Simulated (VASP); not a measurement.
# NaH (Fm-3m) in VASP: further runs

Aim: see how the results for NaH move with the level of theory and the settings. Levels: r2SCAN, PBE, PBEsol, LDA. Tasks: single point, relaxation of cell and atoms.

All numbers are computed with VASP 6.6.1; they aren't measurements. Logs are shortened: lines on timing, memory, paths and dates and some standing lists are left out, and cuts for length are marked.

## (1) The cell of the first run

Symmetry: Fm-3m, No. 225, cubic system. Conventional cell: a = 4.795 Å, b = 4.795 Å, c = 4.795 Å, α = 90.00°, β = 90.00°, γ = 90.00°. Na (site symmetry m-3m) has 6 H at 2.40 Å within 3.2 Å. Within 3.2 Å of H (site symmetry m-3m) lie 6 Na at 2.40 Å.

## (2) Single point, r2SCAN

File POSCAR:

```
NaH
1.0
    0.0000000000      2.3975126521      2.3975126521
    2.3975126521      0.0000000000      2.3975126521
    2.3975126521      2.3975126521      0.0000000000
Na H
1 1
Direct
    0.0000000000      0.0000000000      0.0000000000
    0.5000000000      0.5000000000      0.5000000000
```

File INCAR.step1:

```
  PREC = Accurate
  ENCUT = 520
  ISMEAR = -1
  SIGMA = 0.02
  LREAL = False
  LASPH = True
  NELM = 80
  NBANDS = 11
  GGA = PE
  ALGO = Normal
  EDIFF = 1E-4
  LWAVE = True
  LCHARG = False
```

File INCAR.step2:

```
  PREC = Accurate
  ENCUT = 520
  EDIFF = 1E-7
  ISMEAR = -1
  SIGMA = 0.02
  LREAL = False
  LASPH = True
  NELM = 80
  ALGO = Normal
  ISIF = 2
  LWAVE = False
  LCHARG = False
  METAGGA = R2SCAN
  LMIXTAU = True
  NBANDS = 11
  ISTART = 1
```

File KPOINTS:

```
regular mesh
0
Gamma
  8 8 8
```

Potentials or basis: VASP PAW PBE potentials, release 64 (Na_pv, H).

Run with:

```console
$ cat potpaw_PBE.64/Na_pv/POTCAR potpaw_PBE.64/H/POTCAR > POTCAR
$ cp INCAR.step1 INCAR
$ mpirun -np 1 vasp_std > vasp.out
$ cp INCAR.step2 INCAR
$ mpirun -np 1 vasp_std > vasp.out
```

OUTCAR:

```text
PREC = Accurate
   ENCUT = 520
   EDIFF = 1E-7
   ISMEAR = -1
   LREAL = False
   LASPH = True
   NELM = 80
   ISIF = 2
   METAGGA = R2SCAN
   ISTART = 1

 ion  position               nearest neighbor table
   1  0.000  0.000  0.000-
   2  0.500  0.500  0.500-

  LATTYP: Found a face centered cubic cell.
 ALAT       =     4.7950253042

  Lattice vectors:

 A1 = (   0.0000000000,   2.3975126521,   2.3975126521)
 A2 = (   2.3975126521,   0.0000000000,   2.3975126521)
 A3 = (   2.3975126521,   2.3975126521,   0.0000000000)

Analysis of symmetry for initial positions (statically):
=====================================================================
 Subroutine PRICEL returns:
 Original cell was already a primitive cell.

 Routine SETGRP: Setting up the symmetry group for a
 face centered cubic supercell.

 Subroutine GETGRP returns: Found 48 space group operations
 (whereof 48 operations were pure point group operations)
 out of a pool of 48 trial point group operations.

The static configuration has the point symmetry O_h .

Analysis of symmetry for dynamics (positions and initial velocities):
=====================================================================
 Subroutine PRICEL returns:
 Original cell was already a primitive cell.

 Routine SETGRP: Setting up the symmetry group for a
 face centered cubic supercell.

 Subroutine GETGRP returns: Found 48 space group operations
 (whereof 48 operations were pure point group operations)
 out of a pool of 48 trial point group operations.

The dynamic configuration has the point symmetry O_h .

 Subroutine INISYM returns: Found 48 space group operations
 (whereof 48 operations are pure point group operations),
 and found     1 'primitive' translations

----------------------------------------------------------------------------------------

                                     Primitive cell

  volume of cell :      27.5621

  direct lattice vectors                    reciprocal lattice vectors
     0.000000000  2.397512652  2.397512652    -0.208549473  0.208549473  0.208549473
     2.397512652  0.000000000  2.397512652     0.208549473 -0.208549473  0.208549473
     2.397512652  2.397512652  0.000000000     0.208549473  0.208549473 -0.208549473

  length of vectors
     3.390594909  3.390594909  3.390594909     0.361218283  0.361218283  0.361218283

  position of ions in fractional coordinates (direct lattice)
     0.000000000  0.000000000  0.000000000
     0.500000000  0.500000000  0.500000000

  ion indices of the primitive-cell ions
   primitive index   ion index
                 1           1
                 2           2

----------------------------------------------------------------------------------------

 KPOINTS: regular mesh

Automatic generation of k-mesh.
 Grid dimensions read from file:
 generate k-points for:    8    8    8

 Generating k-lattice:

  Cartesian coordinates                     Fractional coordinates (reciprocal lattice)
    -0.026068684  0.026068684  0.026068684     0.125000000  0.000000000  0.000000000
     0.026068684 -0.026068684  0.026068684     0.000000000  0.125000000  0.000000000
     0.026068684  0.026068684 -0.026068684     0.000000000  0.000000000  0.125000000

  Length of vectors
     0.045152285  0.045152285  0.045152285

  Shift w.r.t. Gamma in fractional coordinates (k-lattice)
     0.000000000  0.000000000  0.000000000

 Subroutine IBZKPT returns following result:
 ===========================================

 Found     29 irreducible k-points:

 Following reciprocal coordinates:
            Coordinates               Weight
  0.000000  0.000000  0.000000      1.000000
  0.125000  0.000000  0.000000      8.000000
  0.250000  0.000000  0.000000      8.000000
  0.375000  0.000000  0.000000      8.000000
  0.500000  0.000000  0.000000      4.000000
  0.125000  0.125000  0.000000      6.000000
[... 16 lines left out ...]
  0.500000  0.250000  0.125000     48.000000
 -0.375000  0.250000  0.125000     24.000000
 [... further k-points ...]
   k-points           NKPTS =     29   k-points in BZ     NKDIM =     29   number of bands    NBANDS=     11
   number of dos      NEDOS =    301   number of ions     NIONS =      2
   total plane-waves  NPLWV =  21952
   dimension x,y,z NGX =    28 NGY =   28 NGZ =   28
   dimension x,y,z NGXF=    56 NGYF=   56 NGZF=   56
   ions per type =               1   1
   NGX,Y,Z   is equivalent  to a cutoff of  13.73, 13.73, 13.73 a.u.
   NGXF,Y,Z  is equivalent  to a cutoff of  27.46, 27.46, 27.46 a.u.
 SYSTEM =  unknown system
   PREC   = accura    normal or accurate (medium, high low for compatibility)
   ISTART =      1    job   : 0-new  1-cont  2-samecut
   ICHARG =      0    charge: 1-file 2-atom 10-const
   ISPIN  =      1    spin polarized calculation?
   LNONCOLLINEAR =      F non collinear calculations
   LSORBIT =      F    spin-orbit coupling
   LASPH  =      T    aspherical Exc in radial PAW
   ENCUT  =  520.0 eV  38.22 Ry    6.18 a.u.   6.30  6.30  6.30*2*pi/ulx,y,z
   NELM   =     80;   NELMIN=  2; NELMDL=  0     # of ELM steps
   EDIFF  = 0.1E-06   stopping-criterion for ELM
   LREAL  =      F    real-space projection
   EDIFFG = 0.1E-05   stopping-criterion for IOM
   NSW    =      0    number of steps for IOM
   IBRION =     -1    ionic relax: 0-MD 1-quasi-New 2-CG
   NFREE  =      0    steps in history (QN), initial steepest desc. (CG)
   ISIF   =      2    stress and relaxation
   ISYM   =      2    0-nonsym 1-usesym 2-fastsym
   POTIM  = 0.5000    time-step for ionic-motion
   TEBEG  =    0.0;   TEEND  =   0.0 temperature during run
   PSTRESS=    0.0 pullay stress
   NELECT =       8.0000    total number of electrons
   NUPDOWN=      -1.0000    fix difference up-down
   EMIN   =  10.00;   EMAX   =-10.00  energy-range for DOS
   EFERMI =   0.00;   METHOD = LEGACY
   ISMEAR =    -1;   SIGMA  =   0.02  broadening in eV -4-tet -1-fermi 0-gaus
   EFERMI_NEDOS =   21; number of points for ismear=-14 and -15
   IALGO  =     38    algorithm
   IMIX   =      4    mixing-type and parameters
     AMIX     =   0.40;   BMIX     =  1.00
     AMIX_MAG =   1.60;   BMIX_MAG =  1.00
  volume/ion in A,a.u.               =      13.78        93.00
  Fermi-wavevector in a.u.,A,eV,Ry     =   1.083928  2.048328 15.985495  1.174901
  Thomas-Fermi vector in A             =   2.220006
   LORBIT       =      0    0 simple, 1 ext, 2 COOP (PROOUT), +10 PAW based schemes
   METAGGA = R2SCAN    functional components
   LHFCALC =     F    Hartree Fock is set to
   AEXX    =    0.0000 exact exchange contribution
   IVDW    =     0    specifies the selected vdW correction
   LEPSILON=     F    determine dielectric tensor
   LRPA    =     F    only Hartree local field effects (RPA)
 non-spin polarized calculation
  energy-cutoff  :      520.00
  volume of cell :       27.56
 maximum number of plane-waves:       754
 NGX is ok and might be reduce to    28
   NGX = 13   NGY = 13   NGZ = 13

 number of electron       7.9999992 magnetization

 Free energy of the ion-electron system (eV)
  ---------------------------------------------------
  ext. energy  EPLUGINS =         0.00000000
  ---------------------------------------------------
  free energy    TOTEN  =        -7.60244798 eV

  energy without entropy =       -7.60244798  energy(sigma->0) =       -7.60244798

 E-fermi :  -0.8603     XC(G=0):  -8.2242

 val. band max:       -1.3819525590   @ k =  -0.2500   0.5000   0.2500
 cond. band min:       3.0291490360   @ k =   0.5000   0.0000   0.0000
 fundamental gap:      4.4111015950
 Fermi energy:        -0.8602547082

 k-point     1 :       0.0000    0.0000    0.0000
  band No.  band energies     occupation
      1     -24.2390      2.00000
      2     -24.2386      2.00000
      3     -24.2386      2.00000
      4      -4.9973      2.00000
      5      10.2745      0.00000
      6      15.1470      0.00000
      7      15.1470      0.00000
      8      15.1470      0.00000
      9      16.1301      0.00000
     10      16.1301      0.00000
     11      16.1301      0.00000

 k-point     2 :       0.1250    0.0000    0.0000
  band No.  band energies     occupation
      1     -24.2530      2.00000
      2     -24.2406      2.00000
      3     -24.2403      2.00000
      4      -4.7221      2.00000
      5       9.2196      0.00000
      6      12.5756      0.00000
      7      14.3212      0.00000
      8      14.3214      0.00000
      9      17.0303      0.00000
     10      17.0306      0.00000
     11      17.4150      0.00000

 k-point     3 :       0.2500    0.0000    0.0000
  band No.  band energies     occupation
      1     -24.2871      2.00000
      2     -24.2445      2.00000
      3     -24.2442      2.00000
      4      -3.9438      2.00000
      5       6.6313      0.00000
      6      11.1956      0.00000
      7      13.4373      0.00000
      8      13.4377      0.00000
      9      17.2149      0.00000
     10      17.2155      0.00000
     11      18.8367      0.00000

 k-point     4 :       0.3750    0.0000    0.0000
  band No.  band energies     occupation
      1     -24.3208      2.00000
      2     -24.2484      2.00000
      3     -24.2481      2.00000
      4      -2.8707      2.00000
      5       4.1609      0.00000
      6      10.6345      0.00000
      7      12.8720      0.00000
      8      12.8724      0.00000
      9      16.6881      0.00000
     10      16.6889      0.00000
     11      19.1804      0.00000
[... 239 lines left out ...]
 k-point    22 :       0.3750    0.2500    0.1250
  band No.  band energies     occupation
      1     -24.2948      2.00000
      2     -24.2610      2.00000
      3     -24.2496      2.00000
      4      -3.3219      2.00000
      5       6.2393      0.00000
      6       8.6133      0.00000
      7      11.8006      0.00000
      8      14.7018      0.00000
      9      15.3314      0.00000
     10      17.9777      0.00000
     11      20.7537      0.00000

 k-point    23 :       0.5000    0.2500    0.1250
  band No.  band energies     occupation
      1     -24.3123      2.00000
      2     -24.2707      2.00000
      3     -24.2547      2.00000
      4      -2.3831      2.00000
      5       4.6879      0.00000
      6       7.4298      0.00000
      7      10.9291      0.00000
      8      14.8466      0.00000
      9      16.0399      0.00000
     10      18.1857      0.00000
     11      20.4988      0.00000

 k-point    24 :      -0.3750    0.2500    0.1250
  band No.  band energies     occupation
      1     -24.3198      2.00000
      2     -24.2736      2.00000
      3     -24.2576      2.00000
      4      -1.8540      2.00000
      5       3.8323      0.00000
      6       7.1630      0.00000
      7      10.5714      0.00000
      8      14.8138      0.00000
      9      15.8958      0.00000
     10      19.2915      0.00000
     11      21.4951      0.00000

 [... further k-points ...]
[... 5 lines left out ...]
  --------------------------------------------------------------------------------------
  -------------------------------------------------------------------------------------
  Total       -0.0524860     -0.0524860     -0.0524860      0.0000000     -0.0000000      0.0000000
  in kB       -3.0509939     -3.0509939     -3.0509939      0.0000000     -0.0000000      0.0000000
  external PRESSURE =      -3.0509939 kB  Pullay stress =       0.0000000 kB

 VOLUME and BASIS-vectors are now :
 -----------------------------------------------------------------------------
  energy-cutoff  :      520.00
  volume of cell :       27.56
      direct lattice vectors                 reciprocal lattice vectors
     0.000000000  2.397512652  2.397512652    -0.208549473  0.208549473  0.208549473
     2.397512652  0.000000000  2.397512652     0.208549473 -0.208549473  0.208549473
     2.397512652  2.397512652  0.000000000     0.208549473  0.208549473 -0.208549473

 POSITION                                       TOTAL-FORCE (eV/Angst)
 -----------------------------------------------------------------------------------
      0.00000      0.00000      0.00000         0.000000     -0.000000     -0.000000
      2.39751      2.39751      2.39751         0.000000      0.000000      0.000000
 -----------------------------------------------------------------------------------
    total drift:                               -0.000000     -0.000000     -0.000000

  FREE ENERGIE OF THE ION-ELECTRON SYSTEM (eV)
  ---------------------------------------------------
  free  energy   TOTEN  =        -7.6024479791 eV

  energy  without entropy=       -7.6024479791  energy(sigma->0) =       -7.60244798
```

Run time: 24 s. Hardware: 1 thread of Intel Xeon 6975P-C (Granite Rapids), shared host; peak memory 0.15 GiB.

What came out:

```yaml
Free_energy: -7.6024 eV
Pressure: -0.3 GPa
Band_gap_on_the_k_mesh: 4.41 eV, indirect (least direct gap 5.25 eV)
```

Caveat: the PAW data sets were made with another functional, which shifts forces and pressure a little. A k mesh can miss the band edges.

[end of part 1 of 3]
